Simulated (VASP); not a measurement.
The system is C.

```xyz
2
Lattice="0.0000 1.7858 1.7858 1.7858 0.0000 1.7858 1.7858 1.7858 0.0000" Properties=species:S:1:pos:R:3 pbc="T T T"
C     0.0000    0.0000    0.0000
C     0.8929    0.8929    0.8929
```

Base run:

* Program: VASP 6.6.1
* Functional: r2SCAN
* Potentials or basis: VASP PAW PBE potentials, release 64 (C)
* Cutoff: 660 eV
* k mesh: 13 × 13 × 13
* Occupations: fermi-dirac, width 0.01 eV
* Spin: no spin polarisation

Its results: band gap on the k mesh 4.33 eV (least direct gap 5.82 eV); pressure -4.1 GPa.

Task: After a change of settings the same cell gave: band gap on the k mesh 4.10 eV (least direct gap 5.53 eV); pressure -14.1 GPa. Which change was it?
A. functional from r2SCAN to LDA; potentials or basis from VASP PAW PBE potentials, release 64 (C) to VASP PAW LDA potentials, release 64 (C); cutoff from 660 eV to 600 eV
B. functional from r2SCAN to PBE; cutoff from 660 eV to 600 eV; occupations from fermi-dirac, width 0.01 eV to gaussian, width 0.01 eV
C. functional from r2SCAN to PBE; cutoff from 660 eV to 600 eV

Result: A.

Caveats: the cell stands under tension; an odd mesh through Γ misses points on the zone boundary, where band edges can lie; the PAW data sets were made with another functional, which shifts forces and pressure a little (at least some runs).
